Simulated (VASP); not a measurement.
# Zn4HO4 (a cell with a defect) in VASP: further runs, part 2 of 2

VASP 6.6.1. The steps go on from the part before.

## (4) Single point, PBE

File INCAR:

```
SYSTEM = Zn4HO4
PREC = Accurate
ENCUT = 520
EDIFF = 1E-7
ISMEAR = 0
SIGMA = 0.05
LREAL = .False.
LASPH = .True.
NELM = 100
ALGO = Normal
ISIF = 2
LWAVE = .False.
LCHARG = .True.
GGA = PE
LELF = .True.
LVHAR = .True.
NBANDS = 46
```

File KPOINTS:

```
Automatic mesh
0
Gamma
  4 4 8
  0 0 0
```

File POSCAR:

```
Zn4HO4
1.0
    5.6098780345      0.0000000000      0.0000000000
    0.0000000000      5.6098780345      0.0000000000
    0.0000000000      0.0000000000      3.2790255992
Zn O H
4 4 1
Direct
    0.1816262562      0.1816262562      0.5000000000
    0.8183737438      0.8183737438      0.5000000000
    0.6816262562      0.3183737438      0.0000000000
    0.3183737438      0.6816262562      0.0000000000
    0.8184651117      0.1815348883      0.5000000000
    0.1815348883      0.8184651117      0.5000000000
    0.6815348883      0.6815348883      0.0000000000
    0.3184651117      0.3184651117      0.0000000000
    0.9999176225      0.0683737438      0.5000000000
```

Potentials or basis: VASP PAW PBE potentials, release 64 (Zn, O, H).

Launch:

```sh
cat potpaw_PBE.64/Zn/POTCAR potpaw_PBE.64/O/POTCAR potpaw_PBE.64/H/POTCAR > POTCAR
mpirun -np 1 vasp_std > vasp.out
```

OUTCAR:

```text
SYSTEM = Zn4HO4
   PREC = Accurate
   ENCUT = 520
   EDIFF = 1E-7
   ISMEAR = 0
   LREAL = .False.
   LASPH = .True.
   NELM = 100
   ISIF = 2
   GGA = PE

 ion  position               nearest neighbor table
   1  0.182  0.182  0.500-   9 1.20   8 1.97   8 1.97   6 2.04   5 2.04   2 2.88
   2  0.818  0.818  0.500-   9 1.73   7 1.97   7 1.97   6 2.04   5 2.04   1 2.88
   3  0.682  0.318  0.000-   5 1.97   5 1.97   8 2.04   7 2.04   4 2.88
   4  0.318  0.682  0.000-   6 1.97   6 1.97   8 2.04   7 2.04   3 2.88
   5  0.818  0.182  0.500-   9 1.20   3 1.97   3 1.97   2 2.04   1 2.04
   6  0.182  0.818  0.500-   4 1.97   4 1.97   1 2.04   2 2.04
   7  0.682  0.682  0.000-   2 1.97   2 1.97   4 2.04   3 2.04
   8  0.318  0.318  0.000-   1 1.97   1 1.97   4 2.04   3 2.04
   9  1.000  0.068  0.500-   5 1.20   1 1.20   2 1.73

  LATTYP: Found a simple tetragonal cell.
 ALAT       =     5.6098780345
 C/A-ratio  =     0.5845092494

  Lattice vectors:

 A1 = (   5.6098780345,   0.0000000000,   0.0000000000)
 A2 = (   0.0000000000,   5.6098780345,   0.0000000000)
 A3 = (   0.0000000000,   0.0000000000,   3.2790255992)

Analysis of symmetry for initial positions (statically):
=====================================================================
 Subroutine PRICEL returns:
 Original cell was already a primitive cell.

 Routine SETGRP: Setting up the symmetry group for a
 simple tetragonal supercell.

 Subroutine GETGRP returns: Found  2 space group operations
 (whereof  2 operations were pure point group operations)
 out of a pool of 16 trial point group operations.

The static configuration has the point symmetry C_1h.

Analysis of symmetry for dynamics (positions and initial velocities):
=====================================================================
 Subroutine PRICEL returns:
 Original cell was already a primitive cell.

 Routine SETGRP: Setting up the symmetry group for a
 simple tetragonal supercell.

 Subroutine GETGRP returns: Found  2 space group operations
 (whereof  2 operations were pure point group operations)
 out of a pool of 16 trial point group operations.

The dynamic configuration has the point symmetry C_1h.

 Subroutine INISYM returns: Found  2 space group operations
 (whereof  2 operations are pure point group operations),
 and found     1 'primitive' translations

----------------------------------------------------------------------------------------

                                     Primitive cell

  volume of cell :     103.1933

  direct lattice vectors                    reciprocal lattice vectors
     5.609878035  0.000000000  0.000000000     0.178256995  0.000000000  0.000000000
     0.000000000  5.609878035  0.000000000     0.000000000  0.178256995  0.000000000
     0.000000000  0.000000000  3.279025599     0.000000000  0.000000000  0.304968647

  length of vectors
     5.609878035  5.609878035  3.279025599     0.178256995  0.178256995  0.304968647

  position of ions in fractional coordinates (direct lattice)
     0.181626256  0.181626256  0.500000000
     0.818373744  0.818373744  0.500000000
     0.681626256  0.318373744  0.000000000
[... 42 lines left out ...]

 Found     50 irreducible k-points:

 Following reciprocal coordinates:
            Coordinates               Weight
  0.000000  0.000000  0.000000      1.000000
  0.250000  0.000000  0.000000      2.000000
  0.000000  0.250000  0.000000      2.000000
  0.500000  0.000000  0.000000      1.000000
  0.000000  0.500000  0.000000      1.000000
  0.250000  0.250000  0.000000      2.000000
[... 16 lines left out ...]
  0.000000  0.250000  0.250000      4.000000
  0.500000  0.000000  0.250000      2.000000
 [... further k-points ...]
   k-points           NKPTS =     50   k-points in BZ     NKDIM =     50   number of bands    NBANDS=     46
   number of dos      NEDOS =    301   number of ions     NIONS =      9
   total plane-waves  NPLWV =  42336
   dimension x,y,z NGX =    42 NGY =   42 NGZ =   24
   dimension x,y,z NGXF=    84 NGYF=   84 NGZF=   48
   ions per type =               4   4   1
   NGX,Y,Z   is equivalent  to a cutoff of  12.45, 12.45, 12.17 a.u.
   NGXF,Y,Z  is equivalent  to a cutoff of  24.89, 24.89, 24.34 a.u.
 SYSTEM =  Zn4HO4
   PREC   = accura    normal or accurate (medium, high low for compatibility)
   ISTART =      0    job   : 0-new  1-cont  2-samecut
   ICHARG =      2    charge: 1-file 2-atom 10-const
   ISPIN  =      1    spin polarized calculation?
   LNONCOLLINEAR =      F non collinear calculations
   LSORBIT =      F    spin-orbit coupling
   LASPH  =      T    aspherical Exc in radial PAW
   ENCUT  =  520.0 eV  38.22 Ry    6.18 a.u.  10.43 10.43  6.10*2*pi/ulx,y,z
   NELM   =    100;   NELMIN=  2; NELMDL= -5     # of ELM steps
   EDIFF  = 0.1E-06   stopping-criterion for ELM
   LREAL  =      F    real-space projection
   EDIFFG = 0.1E-05   stopping-criterion for IOM
   NSW    =      0    number of steps for IOM
   IBRION =     -1    ionic relax: 0-MD 1-quasi-New 2-CG
   NFREE  =      0    steps in history (QN), initial steepest desc. (CG)
   ISIF   =      2    stress and relaxation
   ISYM   =      2    0-nonsym 1-usesym 2-fastsym
   POTIM  = 0.5000    time-step for ionic-motion
   TEBEG  =    0.0;   TEEND  =   0.0 temperature during run
   PSTRESS=    0.0 pullay stress
   NELECT =      73.0000    total number of electrons
   NUPDOWN=      -1.0000    fix difference up-down
   EMIN   =  10.00;   EMAX   =-10.00  energy-range for DOS
   EFERMI =   0.00;   METHOD = LEGACY
   ISMEAR =     0;   SIGMA  =   0.05  broadening in eV -4-tet -1-fermi 0-gaus
   EFERMI_NEDOS =   21; number of points for ismear=-14 and -15
   IALGO  =     38    algorithm
   IMIX   =      4    mixing-type and parameters
     AMIX     =   0.40;   BMIX     =  1.00
     AMIX_MAG =   1.60;   BMIX_MAG =  1.00
  volume/ion in A,a.u.               =      11.47        77.38
  Fermi-wavevector in a.u.,A,eV,Ry     =   1.458697  2.756539 28.950454  2.127798
  Thomas-Fermi vector in A             =   2.575352
   LORBIT       =      0    0 simple, 1 ext, 2 COOP (PROOUT), +10 PAW based schemes
   GGA     = PE    functional components
   LHFCALC =     F    Hartree Fock is set to
   AEXX    =    0.0000 exact exchange contribution
   IVDW    =     0    specifies the selected vdW correction
   LEPSILON=     F    determine dielectric tensor
   LRPA    =     F    only Hartree local field effects (RPA)
 non-spin polarized calculation
 Gauss-broadening in eV      SIGMA  =   0.05
  energy-cutoff  :      520.00
  volume of cell :      103.19
 maximum number of plane-waves:      2804
 NGX is ok and might be reduce to    42
   NGX = 21   NGY = 21   NGZ = 13

 number of electron      72.9999975 magnetization

 Free energy of the ion-electron system (eV)
  ---------------------------------------------------
  ext. energy  EPLUGINS =         0.00000000
  ---------------------------------------------------
  free energy    TOTEN  =       -33.78828504 eV

  energy without entropy =      -33.78749530  energy(sigma->0) =      -33.78789017

 E-fermi :   3.8900     XC(G=0): -10.5949

 val. band max:        3.8633243896   @ k =   0.5000   0.2500   0.1250
 cond. band min:       3.9826070607   @ k =   0.5000   0.5000   0.0000
 fundamental gap:      0.1192826711
 Fermi energy:         3.8899654207

 k-point     1 :       0.0000    0.0000    0.0000
  band No.  band energies     occupation
      1     -18.7858      2.00000
      2     -16.7403      2.00000
      3     -16.2417      2.00000
      4     -16.0608      2.00000
      5      -8.9237      2.00000
      6      -5.7641      2.00000
[... 1165 lines left out ...]
     45      10.0616      0.00000
     46      10.1871      0.00000

 [... further k-points ...]
[... 5 lines left out ...]
  --------------------------------------------------------------------------------------
  -------------------------------------------------------------------------------------
  Total       16.3704849     10.6029471      4.8581229      6.7710314      0.0000000      0.0000000
  in kB      254.1677706    164.6211118     75.4271047    105.1268776      0.0000000      0.0000000
  external PRESSURE =     164.7386623 kB  Pullay stress =       0.0000000 kB

 VOLUME and BASIS-vectors are now :
 -----------------------------------------------------------------------------
  energy-cutoff  :      520.00
  volume of cell :      103.19
      direct lattice vectors                 reciprocal lattice vectors
     5.609878035  0.000000000  0.000000000     0.178256995  0.000000000  0.000000000
     0.000000000  5.609878035  0.000000000     0.000000000  0.178256995  0.000000000
     0.000000000  0.000000000  3.279025599     0.000000000  0.000000000  0.304968647

 POSITION                                       TOTAL-FORCE (eV/Angst)
 -----------------------------------------------------------------------------------
      1.01890      1.01890      1.63951        10.551070      6.010521      0.000000
      4.59098      4.59098      1.63951        -1.166721     -2.240193      0.000000
      3.82384      1.78604      0.00000        -0.541587      0.629836      0.000000
      1.78604      3.82384      0.00000         0.137194     -0.076136      0.000000
      4.59149      1.01839      1.63951        -0.975971      0.276812      0.000000
      1.01839      4.59149      1.63951         0.043100     -0.232236      0.000000
      3.82333      3.82333      0.00000         0.073836      0.013979      0.000000
      1.78655      1.78655      0.00000         0.148429      0.013237      0.000000
      5.60942      0.38357      1.63951        -8.269349     -4.395819      0.000000
 -----------------------------------------------------------------------------------
    total drift:                               -0.000480     -0.000068     -0.000001

  FREE ENERGIE OF THE ION-ELECTRON SYSTEM (eV)
  ---------------------------------------------------
  free  energy   TOTEN  =       -33.7882850378 eV

  energy  without entropy=      -33.7874953013  energy(sigma->0) =      -33.78789017
```

Run time: 8.1 min. Hardware: 1 thread of AMD EPYC 7R13, shared host; peak memory 0.29 GiB.

What came out:

* Free energy: -33.7883 eV
* Pressure: 16.5 GPa
* Largest force: 12.143 eV/Å
* Band gap on the k mesh: zero (an odd number of electrons rules out a gap without spin polarisation)

Forces on the atoms (eV/Å):
```
Zn  10.551  6.011  0.000
Zn  -1.167 -2.240  0.000
Zn  -0.542  0.630  0.000
Zn   0.137 -0.076  0.000
O   -0.976  0.277  0.000
O    0.043 -0.232  0.000
O    0.074  0.014  0.000
O    0.148  0.013  0.000
H   -8.269 -4.396  0.000
```

Stress tensor (GPa, compression positive):
```
25.42 10.51  0.00
10.51 16.46  0.00
 0.00  0.00  7.54
```

Caveat: an odd number of electrons without spin polarisation forces a metal; a magnetic or distorted state may lie lower.

## (5) Single point, PBE

File INCAR:

```
PREC = Accurate ; ENCUT = 520
EDIFF = 1E-6 ; ISMEAR = 0
SIGMA = 0.05 ; LREAL = False
LASPH = True ; NELM = 100
ALGO = Normal ; ISIF = 2
LWAVE = False ; LCHARG = False
GGA = PE ; NBANDS = 46
```

File KPOINTS:

```
Automatic mesh
0
Gamma
  4 4 8
```

POSCAR: that of step 4 with these lines changed.

```diff
@@ -16,2 +16,2 @@
     0.3184651117      0.3184651117      0.0000000000
-    0.9999176225      0.0683737438      0.5000000000
+    0.9999176225     -0.0566262562      0.5000000000
```

Potentials or basis: VASP PAW PBE potentials, release 64 (Zn, O, H).

Launch:

```sh
cat potpaw_PBE.64/Zn/POTCAR potpaw_PBE.64/O/POTCAR potpaw_PBE.64/H/POTCAR > POTCAR
mpirun -np 1 vasp_std > vasp.out
```

OUTCAR:

```text
PREC = Accurate
   ENCUT = 520
   EDIFF = 1E-6
   ISMEAR = 0
   LREAL = False
   LASPH = True
   NELM = 100
   ISIF = 2
   GGA = PE

 ion  position               nearest neighbor table
   1  0.182  0.182  0.500-   9 1.68   8 1.97   8 1.97   6 2.04   5 2.04   2 2.88
   2  0.818  0.818  0.500-   9 1.24   7 1.97   7 1.97   6 2.04   5 2.04   1 2.88
   3  0.682  0.318  0.000-   5 1.97   5 1.97   8 2.04   7 2.04   4 2.88
   4  0.318  0.682  0.000-   6 1.97   6 1.97   8 2.04   7 2.04   3 2.88
[... 1396 lines left out ...]
  Total       14.7016593     10.8428226      4.7516823      6.4175782      0.0000000      0.0000000
  in kB      228.2576226    168.3454130     73.7745106     99.6391706      0.0000000      0.0000000
  external PRESSURE =     156.7925154 kB  Pullay stress =       0.0000000 kB

 VOLUME and BASIS-vectors are now :
 -----------------------------------------------------------------------------
  energy-cutoff  :      520.00
  volume of cell :      103.19
      direct lattice vectors                 reciprocal lattice vectors
     5.609878035  0.000000000  0.000000000     0.178256995  0.000000000  0.000000000
     0.000000000  5.609878035  0.000000000     0.000000000  0.178256995  0.000000000
     0.000000000  0.000000000  3.279025599     0.000000000  0.000000000  0.304968647

 POSITION                                       TOTAL-FORCE (eV/Angst)
 -----------------------------------------------------------------------------------
      1.01890      1.01890      1.63951         1.395820      2.379598      0.000000
      4.59098      4.59098      1.63951        -8.845939     -5.581155      0.000000
      3.82384      1.78604      0.00000        -0.163959      0.111164      0.000000
      1.78604      3.82384      0.00000         0.508467     -0.579173      0.000000
      4.59149      1.01839      1.63951        -0.105423      0.305342      0.000000
      1.01839      4.59149      1.63951         0.818126     -0.276845      0.000000
      3.82333      3.82333      0.00000        -0.122296     -0.019089      0.000000
      1.78655      1.78655      0.00000        -0.068325     -0.017114      0.000000
      5.60942      5.29221      1.63951         6.583530      3.677272      0.000000
 -----------------------------------------------------------------------------------
    total drift:                                0.000546      0.000163      0.000001

  FREE ENERGIE OF THE ION-ELECTRON SYSTEM (eV)
  ---------------------------------------------------
  free  energy   TOTEN  =       -34.0477200703 eV

  energy  without entropy=      -34.0468638999  energy(sigma->0) =      -34.04729199
```

stdout:

```text
POSCAR found type information on POSCAR ZnO H
 POSCAR found :  3 types and       9 ions
 scaLAPACK will be used
 LDA part: xc-table for (Slater+PW92), standard interpolation
 POSCAR, INCAR and KPOINTS ok, starting setup
 FFT: planning ... GRIDC
 FFT: planning ... GRID_SOFT
 FFT: planning ... GRID
 WAVECAR not read
 entering main loop
```

Run time: 6.9 min. Hardware: 1 thread of AMD EPYC 7R13, shared host; peak memory 0.29 GiB.

Results:

| Property | Result |
| --- | --- |
| Free energy | -34.0477 eV |
| Pressure | 15.7 GPa |
| Largest force | 10.459 eV/Å |
| Band gap on the k mesh | zero (an odd number of electrons rules out a gap without spin polarisation) |

Forces on the atoms (eV/Å):
```
Zn   1.396  2.380  0.000
Zn  -8.846 -5.581  0.000
Zn  -0.164  0.111  0.000
Zn   0.508 -0.579  0.000
O   -0.105  0.305  0.000
O    0.818 -0.277  0.000
O   -0.122 -0.019  0.000
O   -0.068 -0.017  0.000
H    6.584  3.677  0.000
```

Stress tensor (GPa, compression positive):
```
22.83  9.96  0.00
 9.96 16.83  0.00
 0.00  0.00  7.38
```

Caveat: an odd number of electrons without spin polarisation forces a metal; a magnetic or distorted state may lie lower.

## (6) Single point, PBE

File INCAR:

```
  ALGO = Normal
  EDIFF = 1E-6
  ENCUT = 520
  GGA = PE
  ISIF = 2
  ISMEAR = 0
  LASPH = True
  LCHARG = False
  LREAL = False
  LWAVE = False
  NBANDS = 46
  NELM = 60
  PREC = Accurate
  SIGMA = 0.05
```

File KPOINTS:

```
k-points
0
Gamma
  4 4 8
```

POSCAR: that of step 5 with these lines changed.

```diff
@@ -16,2 +16,2 @@
     0.3184651117      0.3184651117      0.0000000000
-    0.9999176225     -0.0566262562      0.5000000000
+    0.9999176225      0.4433737438      0.5000000000
```

Potentials or basis: VASP PAW PBE potentials, release 64 (Zn, O, H).

Launch:

```sh
cat potpaw_PBE.64/Zn/POTCAR potpaw_PBE.64/O/POTCAR potpaw_PBE.64/H/POTCAR > POTCAR
mpirun -np 1 vasp_std > vasp.out
```

Run time: 6.6 min. Hardware: 1 thread of AMD EPYC 7R13, shared host; peak memory 0.29 GiB.

It converged, with:

```
Free energy            : -36.4015 eV
Pressure               : 3.8 GPa
Largest force          : 0.787 eV/Å
Band gap on the k mesh : zero (an odd number of electrons rules out a gap without spin polarisation)
```

Forces on the atoms (eV/Å):
```
Zn   0.300  0.054  0.000
Zn   0.115 -0.629  0.000
Zn  -0.319  0.300  0.000
Zn  -0.032 -0.141  0.000
O   -0.595 -0.515  0.000
O    0.183  0.676  0.000
O   -0.277  0.152  0.000
O    0.613 -0.255  0.000
H    0.012  0.357  0.000
```

Stress tensor (GPa, compression positive):
```
5.08 0.58 0.00
0.58 1.71 0.00
0.00 0.00 4.51
```

Levels at points of the mesh, in eV from the Fermi level:
| k point | band 35 | band 36 | band 37 | band 38 | band 39 | band 40 |
| --- | --- | --- | --- | --- | --- | --- |
| (0.00, 0.00, 0.00) | -1.50 | -1.40 | -1.28 | 2.38 | 3.70 | 3.84 |
| (0.50, 0.00, 0.00) | -1.74 | -1.61 | 0.11 | 1.76 | 3.22 | 4.57 |
| (0.00, 0.50, 0.00) | -1.69 | -1.58 | -0.29 | 1.80 | 3.36 | 4.58 |
| (0.50, 0.50, 0.00) | -2.02 | -2.00 | -0.20 | 2.80 | 2.85 | 3.29 |
| (0.00, 0.00, 0.50) | -2.66 | -2.49 | 0.65 | 4.27 | 5.27 | 6.49 |
| (0.50, 0.00, 0.50) | -2.36 | -2.21 | 0.59 | 4.52 | 5.05 | 5.37 |
| (0.00, 0.50, 0.50) | -2.39 | -2.21 | -0.03 | 4.27 | 4.44 | 5.44 |
| (0.50, 0.50, 0.50) | -2.51 | -2.41 | -0.30 | 3.97 | 4.46 | 4.54 |

Caveat: an odd number of electrons without spin polarisation forces a metal; a magnetic or distorted state may lie lower.

## (7) Overview

| cell | gap on the mesh (eV) | pressure (GPa) | largest force (eV/Å) |
| --- | --- | --- | --- |
| as given, atomic positions A | none | 11.9 | 8.38 |
| as given, atomic positions B | none | 5.4 | 0.75 |
| as given, atomic positions C | none | 16.5 | 12.14 |
| as given, atomic positions D | none | 15.7 | 10.46 |
| as given, atomic positions E | none | 3.8 | 0.79 |

Alike in all rows: task single point; level PBE; potentials or basis VASP PAW PBE potentials, release 64 (Zn, O, H); no spin polarisation; k mesh 4 × 4 × 8; cutoff (eV) 520; smearing gaussian 0.05 eV.

Caveats: an odd number of electrons without spin polarisation forces a metal; a magnetic or distorted state may lie lower.

Absolute energies hang on the potentials; compare differences alone.

The gap in the log of VASP goes by the Fermi energy; the results here count the filled bands.